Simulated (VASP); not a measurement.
# TaN (P2_1) in VASP: a series of runs

Runs on TaN. Level: PBEsol. Tasks: single point.

Program: VASP 6.6.1. These are calculated values, not measurements. Logs are shortened: lines on timing, memory, paths and dates and some standing lists are left out, and cuts for length are marked.

## 1. The cell of the first run

Symmetry: P2_1, No. 4, monoclinic system. Conventional cell: a = 2.889 Å, b = 5.860 Å, c = 2.889 Å, α = 90.00°, β = 120.00°, γ = 90.00°. Within 2.8 Å of Ta (site symmetry 1) lie 6 N at 2.08 to 2.37 Å. N (site symmetry 1) has 6 Ta at 2.08 to 2.37 Å within 2.8 Å.

## 2. Single point, PBEsol (mode 4 frozen in at -0.142 Å and mode 5 at -0.142 Å (largest displacements))

File INCAR:

```
PREC = Accurate ; ENCUT = 520
EDIFF = 1E-7 ; ISMEAR = 0
SIGMA = 0.15 ; LREAL = F
LASPH = T ; NELM = 80
ALGO = Normal ; ISIF = 2
LWAVE = F ; LCHARG = T
GGA = PS ; LELF = T
LVHAR = T ; NBANDS = 24
```

File KPOINTS:

```
Automatic mesh
0
Gamma
  15 15 8
```

File POSCAR:

```
TaN
1.0
    2.8891806446      0.0000000000      0.0000000000
   -1.4445903223      2.5021038344      0.0000000000
    0.0000000000      0.0000000000      5.8600190937
Ta N
2 2
Direct
   -0.0775250030     -0.0567522411      0.0000000000
    0.0775250030      0.0567522411      0.5000000000
    0.3333333333      0.6666666667      0.2500000000
    0.6666666667      0.3333333333      0.7500000000
```

Potentials or basis: VASP PAW PBE potentials, release 64 (Ta_pv, N).

Command:

```sh
$ cat potpaw_PBE.64/Ta_pv/POTCAR potpaw_PBE.64/N/POTCAR > POTCAR
$ mpirun -np 1 vasp_std > vasp.out
```

OUTCAR:

```text
PREC = Accurate
   ENCUT = 520
   EDIFF = 1E-7
   ISMEAR = 0
   LREAL = F
   LASPH = T
   NELM = 80
   ISIF = 2
   GGA = PS

 ion  position               nearest neighbor table
   1  0.922  0.943  0.000-   3 2.08   4 2.12   4 2.19   3 2.27   3 2.33   4 2.37   2 2.96   2 2.96

   2  0.078  0.057  0.500-   4 2.08   3 2.12   3 2.19   4 2.27   4 2.33   3 2.37   1 2.96   1 2.96

   3  0.333  0.667  0.250-   1 2.08   2 2.12   2 2.19   1 2.27   1 2.33   2 2.37
   4  0.667  0.333  0.750-   2 2.08   1 2.12   1 2.19   2 2.27   2 2.33   1 2.37

  LATTYP: Found a hexagonal cell.
 ALAT       =     2.8891806446
 C/A-ratio  =     2.0282633087

  Lattice vectors:

 A1 = (   2.8891806446,   0.0000000000,   0.0000000000)
 A2 = (  -1.4445903223,   2.5021038344,   0.0000000000)
 A3 = (   0.0000000000,   0.0000000000,   5.8600190937)

Analysis of symmetry for initial positions (statically):
=====================================================================
 Subroutine PRICEL returns:
 Original cell was already a primitive cell.

 Routine SETGRP: Setting up the symmetry group for a
 hexagonal supercell.

 Subroutine GETGRP returns: Found  2 space group operations
 (whereof  1 operations were pure point group operations)
 out of a pool of 24 trial point group operations.

The static configuration has the point symmetry C_1 .
 The point group associated with its full space group is C_2 .

Analysis of symmetry for dynamics (positions and initial velocities):
=====================================================================
 Subroutine PRICEL returns:
 Original cell was already a primitive cell.

 Routine SETGRP: Setting up the symmetry group for a
 hexagonal supercell.

 Subroutine GETGRP returns: Found  2 space group operations
 (whereof  1 operations were pure point group operations)
 out of a pool of 24 trial point group operations.

The dynamic configuration has the point symmetry C_1 .
 The point group associated with its full space group is C_2 .

 Subroutine INISYM returns: Found  2 space group operations
 (whereof  1 operations are pure point group operations),
 and found     1 'primitive' translations

----------------------------------------------------------------------------------------

                                     Primitive cell

  volume of cell :      42.3623

  direct lattice vectors                    reciprocal lattice vectors
     2.889180645  0.000000000  0.000000000     0.346118891  0.199831835  0.000000000
    -1.444590322  2.502103834  0.000000000     0.000000000  0.399663670  0.000000000
     0.000000000  0.000000000  5.860019094     0.000000000  0.000000000  0.170647908

  length of vectors
     2.889180645  2.889180645  5.860019094     0.399663670  0.399663670  0.170647908

  position of ions in fractional coordinates (direct lattice)
     0.922474997  0.943247759  0.000000000
     0.077525003  0.056752241  0.500000000
     0.333333333  0.666666667  0.250000000
     0.666666667  0.333333333  0.750000000

  ion indices of the primitive-cell ions
   primitive index   ion index
                 1           1
                 2           2
                 3           3
                 4           4

----------------------------------------------------------------------------------------

 KPOINTS: Automatic mesh

Automatic generation of k-mesh.
 Grid dimensions read from file:
 generate k-points for:   15   15    8

 Generating k-lattice:

  Cartesian coordinates                     Fractional coordinates (reciprocal lattice)
     0.023074593  0.013322122  0.000000000     0.066666667  0.000000000  0.000000000
     0.000000000  0.026644245  0.000000000     0.000000000  0.066666667  0.000000000
     0.000000000  0.000000000  0.021330989     0.000000000  0.000000000  0.125000000

  Length of vectors
     0.026644245  0.026644245  0.021330989

  Shift w.r.t. Gamma in fractional coordinates (k-lattice)
     0.000000000  0.000000000  0.000000000

 Subroutine IBZKPT returns following result:
 ===========================================

 Found    565 irreducible k-points:

 Following reciprocal coordinates:
            Coordinates               Weight
  0.000000  0.000000  0.000000      1.000000
  0.066667 -0.000000  0.000000      2.000000
  0.000000  0.066667  0.000000      2.000000
 -0.066667  0.066667  0.000000      2.000000
  0.133333  0.000000  0.000000      2.000000
  0.000000  0.133333  0.000000      2.000000
[... 16 lines left out ...]
  0.066667  0.066667  0.000000      2.000000
 -0.066667  0.133333  0.000000      2.000000
 [... further k-points ...]
   k-points           NKPTS =    565   k-points in BZ     NKDIM =    565   number of bands    NBANDS=     24
   number of dos      NEDOS =    301   number of ions     NIONS =      4
   total plane-waves  NPLWV =  27648
   dimension x,y,z NGX =    24 NGY =   24 NGZ =   48
   dimension x,y,z NGXF=    48 NGYF=   48 NGZF=   96
   ions per type =               2   2
   NGX,Y,Z   is equivalent  to a cutoff of  13.81, 13.81, 13.62 a.u.
   NGXF,Y,Z  is equivalent  to a cutoff of  27.62, 27.62, 27.23 a.u.
 SYSTEM =  unknown system
   PREC   = accura    normal or accurate (medium, high low for compatibility)
   ISTART =      0    job   : 0-new  1-cont  2-samecut
   ICHARG =      2    charge: 1-file 2-atom 10-const
   ISPIN  =      1    spin polarized calculation?
   LNONCOLLINEAR =      F non collinear calculations
   LSORBIT =      F    spin-orbit coupling
   LASPH  =      T    aspherical Exc in radial PAW
   ENCUT  =  520.0 eV  38.22 Ry    6.18 a.u.   5.37  5.37 10.90*2*pi/ulx,y,z
   NELM   =     80;   NELMIN=  2; NELMDL= -5     # of ELM steps
   EDIFF  = 0.1E-06   stopping-criterion for ELM
   LREAL  =      F    real-space projection
   EDIFFG = 0.1E-05   stopping-criterion for IOM
   NSW    =      0    number of steps for IOM
   IBRION =     -1    ionic relax: 0-MD 1-quasi-New 2-CG
   NFREE  =      0    steps in history (QN), initial steepest desc. (CG)
   ISIF   =      2    stress and relaxation
   ISYM   =      2    0-nonsym 1-usesym 2-fastsym
   POTIM  = 0.5000    time-step for ionic-motion
   TEBEG  =    0.0;   TEEND  =   0.0 temperature during run
   PSTRESS=    0.0 pullay stress
   NELECT =      32.0000    total number of electrons
   NUPDOWN=      -1.0000    fix difference up-down
   EMIN   =  10.00;   EMAX   =-10.00  energy-range for DOS
   EFERMI =   0.00;   METHOD = LEGACY
   ISMEAR =     0;   SIGMA  =   0.15  broadening in eV -4-tet -1-fermi 0-gaus
   EFERMI_NEDOS =   21; number of points for ismear=-14 and -15
   IALGO  =     38    algorithm
   IMIX   =      4    mixing-type and parameters
     AMIX     =   0.40;   BMIX     =  1.00
     AMIX_MAG =   1.60;   BMIX_MAG =  1.00
  volume/ion in A,a.u.               =      10.59        71.47
  Fermi-wavevector in a.u.,A,eV,Ry     =   1.490957  2.817500 30.245111  2.222953
  Thomas-Fermi vector in A             =   2.603673
   LORBIT       =      0    0 simple, 1 ext, 2 COOP (PROOUT), +10 PAW based schemes
   GGA     = PS    functional components
   LHFCALC =     F    Hartree Fock is set to
   AEXX    =    0.0000 exact exchange contribution
   IVDW    =     0    specifies the selected vdW correction
   LEPSILON=     F    determine dielectric tensor
   LRPA    =     F    only Hartree local field effects (RPA)
 non-spin polarized calculation
 Gauss-broadening in eV      SIGMA  =   0.15
  energy-cutoff  :      520.00
  volume of cell :       42.36
 maximum number of plane-waves:      1174
 NGX is ok and might be reduce to    24
   NGX = 11   NGY = 11   NGZ = 21

 number of electron      31.9999999 magnetization

 Free energy of the ion-electron system (eV)
  ---------------------------------------------------
  ext. energy  EPLUGINS =         0.00000000
  ---------------------------------------------------
  free energy    TOTEN  =       -46.20202916 eV

  energy without entropy =      -46.18631867  energy(sigma->0) =      -46.19417392

 E-fermi :   8.3253     XC(G=0): -13.5883

 val. band max:        8.3252038390   @ k =   0.0667   0.0667   0.1250
 cond. band min:       8.3290746811   @ k =   0.1333   0.0000   0.0000
 fundamental gap:      0.0038708421
 Fermi energy:         8.3253392749

 k-point     1 :       0.0000    0.0000    0.0000
  band No.  band energies     occupation
      1     -27.2313      2.00000
      2     -26.4390      2.00000
      3     -26.1209      2.00000
      4     -26.1086      2.00000
      5     -26.0784      2.00000
      6     -26.0501      2.00000
[... 16 lines left out ...]
     23      12.8214      0.00000
     24      14.2195      0.00000

 k-point     2 :       0.0667   -0.0000    0.0000
  band No.  band energies     occupation
      1     -27.2177      2.00000
      2     -26.4324      2.00000
      3     -26.1783      2.00000
      4     -26.1286      2.00000
      5     -26.1214      2.00000
      6     -26.0623      2.00000
[... 16 lines left out ...]
     23      12.7588      0.00000
     24      14.1388      0.00000

 k-point     3 :       0.0000    0.0667    0.0000
  band No.  band energies     occupation
      1     -27.2179      2.00000
      2     -26.4321      2.00000
      3     -26.1733      2.00000
      4     -26.1264      2.00000
      5     -26.1201      2.00000
      6     -26.0713      2.00000
[... 16 lines left out ...]
     23      12.8270      0.00000
     24      14.1483      0.00000

 k-point     4 :      -0.0667    0.0667    0.0000
  band No.  band energies     occupation
      1     -27.2182      2.00000
      2     -26.4318      2.00000
      3     -26.1677      2.00000
      4     -26.1317      2.00000
      5     -26.1066      2.00000
      6     -26.0853      2.00000
[... 16 lines left out ...]
     23      12.8204      0.00000
     24      14.1776      0.00000

 k-point     5 :       0.1333    0.0000    0.0000
  band No.  band energies     occupation
      1     -27.1791      2.00000
      2     -26.4140      2.00000
      3     -26.3379      2.00000
      4     -26.2722      2.00000
      5     -26.1561      2.00000
      6     -26.0942      2.00000
[... 451 lines left out ...]
 k-point    22 :      -0.4667    0.4667    0.0000
  band No.  band energies     occupation
      1     -27.3129      2.00000
      2     -27.1596      2.00000
      3     -26.9161      2.00000
      4     -26.3897      2.00000
      5     -26.3347      2.00000
      6     -26.2669      2.00000
[... 16 lines left out ...]
     23      15.0128      0.00000
     24      15.4970      0.00000

 k-point    23 :       0.0667    0.0667    0.0000
  band No.  band energies     occupation
      1     -27.1916      2.00000
      2     -26.4197      2.00000
      3     -26.2854      2.00000
      4     -26.2235      2.00000
      5     -26.1467      2.00000
      6     -26.0866      2.00000
[... 16 lines left out ...]
     23      12.8246      0.00000
     24      14.0015      0.00000

 k-point    24 :      -0.0667    0.1333    0.0000
  band No.  band energies     occupation
      1     -27.1929      2.00000
      2     -26.4179      2.00000
      3     -26.2736      2.00000
      4     -26.2024      2.00000
      5     -26.1576      2.00000
      6     -26.1100      2.00000
[... 16 lines left out ...]
     23      13.0257      0.00000
     24      13.9925      0.00000

 [... further k-points ...]
[... 5 lines left out ...]
  --------------------------------------------------------------------------------------
  -------------------------------------------------------------------------------------
  Total        1.4943495      1.5011566      2.9598141      0.4732425      0.0000000      0.0000000
  in kB       56.5176000     56.7750491    111.9427469     17.8984432      0.0000000      0.0000000
  external PRESSURE =      75.0784653 kB  Pullay stress =       0.0000000 kB

 VOLUME and BASIS-vectors are now :
 -----------------------------------------------------------------------------
  energy-cutoff  :      520.00
  volume of cell :       42.36
      direct lattice vectors                 reciprocal lattice vectors
     2.889180645  0.000000000  0.000000000     0.346118891  0.199831835  0.000000000
    -1.444590322  2.502103834  0.000000000     0.000000000  0.399663670  0.000000000
     0.000000000  0.000000000  5.860019094     0.000000000  0.000000000  0.170647908

 POSITION                                       TOTAL-FORCE (eV/Angst)
 -----------------------------------------------------------------------------------
      1.30259      2.36010      0.00000         1.927917      1.927308     -0.059744
      0.14200      0.14200      2.93001        -1.927917     -1.927308     -0.059744
     -0.00000      1.66807      1.46500        -0.258884     -0.001137      0.059744
      1.44459      0.83403      4.39501         0.258884      0.001137      0.059744
 -----------------------------------------------------------------------------------
    total drift:                                0.000000      0.000000     -0.000007

  FREE ENERGIE OF THE ION-ELECTRON SYSTEM (eV)
  ---------------------------------------------------
  free  energy   TOTEN  =       -46.2020291574 eV

  energy  without entropy=      -46.1863186744  energy(sigma->0) =      -46.19417392
```

It took 5.7 min on 1 thread of AMD EPYC 9R45 (Zen 5), shared host; peak memory 0.53 GiB.

Results:

```yaml
Free_energy: -46.2020 eV
Pressure: 7.5 GPa
Largest_force: 2.727 eV/Å
Band_gap_on_the_k_mesh: zero (band 16 reaches 8.73 eV, above the bottom of band 17 at 8.02 eV)
```

Forces on the atoms (eV/Å):
```
Ta   1.928  1.927 -0.060
Ta  -1.928 -1.927 -0.060
N   -0.259 -0.001  0.060
N    0.259  0.001  0.060
```

Caveat: the cell differs from its parent crystal (mode 4 frozen in at -0.142 Å and mode 5 at -0.142 Å (largest displacements)); the PAW data sets were made with another functional, which shifts forces and pressure a little; spin-orbit coupling is left out, which moves the levels of the heavy elements.

## 3. Single point, PBEsol (mode 4 frozen in at -0.047 Å and mode 5 at -0.047 Å (largest displacements))

File INCAR:

```
SYSTEM = TaN
PREC = Accurate ; ENCUT = 520
EDIFF = 1E-7 ; ISMEAR = 0
SIGMA = 0.15 ; LREAL = .FALSE.
LASPH = .TRUE. ; NELM = 80
ALGO = Normal ; ISIF = 2
LWAVE = .FALSE. ; LCHARG = .TRUE.
GGA = PS ; LELF = .TRUE.
LVHAR = .TRUE. ; NBANDS = 24
```

File KPOINTS:

```
Automatic mesh
0
G
  15 15 8
  0 0 0
```

POSCAR, as its differences from that of step 2:

```diff
@@ -8,4 +8,4 @@
 Direct
-   -0.0775250030     -0.0567522411      0.0000000000
-    0.0775250030      0.0567522411      0.5000000000
+   -0.0258234693     -0.0189040916      0.0000000000
+    0.0258234693      0.0189040916      0.5000000000
     0.3333333333      0.6666666667      0.2500000000
```

Potentials or basis: VASP PAW PBE potentials, release 64 (Ta_pv, N).

Command:

```sh
$ cat potpaw_PBE.64/Ta_pv/POTCAR potpaw_PBE.64/N/POTCAR > POTCAR
$ mpirun -np 1 vasp_std > vasp.out
```

It took 6.1 min on 1 thread of AMD EPYC 9R45 (Zen 5), shared host; peak memory 0.54 GiB.

Results (log left out):

```
Free energy            : -46.7086 eV
Pressure               : 1.8 GPa
Largest force          : 0.984 eV/Å
Band gap on the k mesh : zero (band 16 reaches 8.81 eV, above the bottom of band 17 at 7.83 eV)
```

Forces in eV/Å, atoms in the order of the input:
```
Ta   0.695  0.696 -0.002
Ta  -0.695 -0.696 -0.002
N   -0.027  0.000  0.002
N    0.027  0.000  0.002
```

Stress tensor (GPa, compression positive):
```
1.60 0.15 0.00
0.15 1.60 0.00
0.00 0.00 2.23
```

Levels at points of the mesh, in eV from the Fermi level:
```
           k point  band 12  band 13  band 14  band 15  band 16  band 17  band 18  band 19  band 20  band 21
(0.00, 0.00, 0.00)    -4.44    -3.52    -2.06    -2.04    -0.28    -0.26     0.56     0.59     2.41     3.44
(0.00, 0.00, 0.50)    -3.97    -3.96    -3.96    -0.69    -0.69     1.01     1.01     1.02     1.02     4.41
```

Caveat: the cell differs from its parent crystal (mode 4 frozen in at -0.047 Å and mode 5 at -0.047 Å (largest displacements)); the PAW data sets were made with another functional, which shifts forces and pressure a little; spin-orbit coupling is left out, which moves the levels of the heavy elements.

## 4. Single point, PBEsol (mode 4 frozen in at -0.095 Å and mode 5 at -0.095 Å (largest displacements))

File INCAR:

```
SYSTEM = TaN
  PREC = Accurate
  ENCUT = 520
  EDIFF = 1E-6
  ISMEAR = 0
  SIGMA = 0.15
  LREAL = .FALSE.
  LASPH = .TRUE.
  NELM = 80
  ALGO = Normal
  ISIF = 2
  LWAVE = .FALSE.
  LCHARG = .TRUE.
  GGA = PS
  LELF = .TRUE.
  LVHAR = .TRUE.
  NBANDS = 24
```

KPOINTS is that of step 3.

POSCAR, as its differences from that of step 3:

```diff
@@ -8,4 +8,4 @@
 Direct
-   -0.0258234693     -0.0189040916      0.0000000000
-    0.0258234693      0.0189040916      0.5000000000
+   -0.0517015337     -0.0378481495      0.0000000000
+    0.0517015337      0.0378481495      0.5000000000
     0.3333333333      0.6666666667      0.2500000000
```

Command:

```sh
$ cat potpaw_PBE.64/Ta_pv/POTCAR potpaw_PBE.64/N/POTCAR > POTCAR
$ mpirun -np 1 vasp_std > vasp.out
```

Run time: 12 min. Hardware: 1 thread of Intel Xeon Platinum 8259CL at 2.50GHz (Skylake/Cascade Lake), shared host; peak memory 0.57 GiB.

The run converged. Its results:

| Property | Result |
| --- | --- |
| Free energy | -46.5138 eV |
| Pressure | 4.0 GPa |
| Largest force | 1.910 eV/Å |
| Band gap on the k mesh | zero (band 16 reaches 8.74 eV, above the bottom of band 17 at 7.89 eV) |

Forces in eV/Å, atoms in the order of the input:
```
Ta   1.350  1.351 -0.019
Ta  -1.350 -1.351 -0.019
N   -0.112  0.000  0.019
N    0.112  0.000  0.019
```

Stress tensor (GPa, compression positive):
```
3.08 0.71 0.00
0.71 3.11 0.00
0.00 0.00 5.75
```

Levels at points of the mesh, in eV from the Fermi level:
| k point | band 12 | band 13 | band 14 | band 15 | band 16 | band 17 | band 18 | band 19 | band 20 | band 21 |
| --- | --- | --- | --- | --- | --- | --- | --- | --- | --- | --- |
| (0.00, 0.00, 0.00) | -4.41 | -3.50 | -2.24 | -2.19 | -0.32 | -0.26 | 0.57 | 0.67 | 2.35 | 3.43 |
| (0.00, 0.00, 0.50) | -4.02 | -3.98 | -3.98 | -0.66 | -0.66 | 0.99 | 0.99 | 1.00 | 1.00 | 4.32 |

Caveat: the cell differs from its parent crystal (mode 4 frozen in at -0.095 Å and mode 5 at -0.095 Å (largest displacements)); the PAW data sets were made with another functional, which shifts forces and pressure a little; spin-orbit coupling is left out, which moves the levels of the heavy elements.
